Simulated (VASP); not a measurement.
Wanted: the native input for a VASP 6.6.1 run.

```
Task                   : single point
Functional             : PBEsol
Potentials or basis    : VASP PAW PBE potentials, release 64 (C)
Cutoff                 : 520 eV
k mesh                 : 3 × 3 × 3
Occupations            : fermi-dirac, width 0.3 eV
Spin                   : no spin polarisation
Dipole correction      : no
Further INCAR settings : LREAL = Auto; ALGO = Normal; EDIFF = 1e-07; NBANDS = 46
```

The structure of C lies in POSCAR:

```
C
1.0
    0.0000000000      3.6285350000      3.6285350000
    3.6285350000      0.0000000000      3.6285350000
    3.6285350000      3.6285350000      0.0000000000
C
16
Direct
    0.0040925608     -0.0016397802      0.0045059507
    0.1260012650      0.1066821734      0.1498676463
    0.0115886990      0.0370259623      0.5107984352
    0.1561511740      0.1057451561      0.6467899579
    0.0017086786      0.4783473220     -0.0024527805
    0.0965816783      0.6320594951      0.1454168142
    0.0013366276      0.4905698856      0.4924163609
    0.1362533364      0.6307504268      0.5955296008
    0.4664416907     -0.0225159741      0.0081575622
    0.6316736644      0.1334836236      0.0591836650
    0.5125071138     -0.0200494139      0.4964124640
    0.5855531227      0.1504463923      0.6287385956
    0.5103299265      0.4998298211     -0.0144273102
    0.6358489032      0.6365654458      0.1210405852
    0.4949104804      0.5261076440      0.5240958128
    0.6290279686      0.6165711506      0.6339610890
```

These files were run (other wordings do the same):

INCAR

```
ALGO = Normal ; EDIFF = 1E-7
ENCUT = 520 ; GGA = PS
ISIF = 2 ; ISMEAR = -1
LASPH = T ; LCHARG = T
LELF = T ; LREAL = Auto
LVHAR = T ; LWAVE = F
NBANDS = 46 ; NELM = 100
PREC = Accurate ; SIGMA = 0.3
```

KPOINTS

```
k-points
0
Gamma
  3 3 3
```

Potentials or basis: VASP PAW PBE potentials, release 64 (C).

Launch:

```sh
$ cat potpaw_PBE.64/C/POTCAR > POTCAR
$ mpirun -np 1 vasp_std > vasp.out
```

Results of the run:

The pressure is -13.2 GPa. The largest force is 9.772 eV/Å. The band gap on the k mesh is 2.48 eV, direct.

Caveat: the k points lie up to 0.50 Å⁻¹ apart; the PAW data sets were made with another functional, which shifts forces and pressure a little.

Run time: 94 s on 1 thread of Intel(R) Xeon(R) Platinum 8488C (Sapphire Rapids) (shared host), peak memory 0.24 GiB.
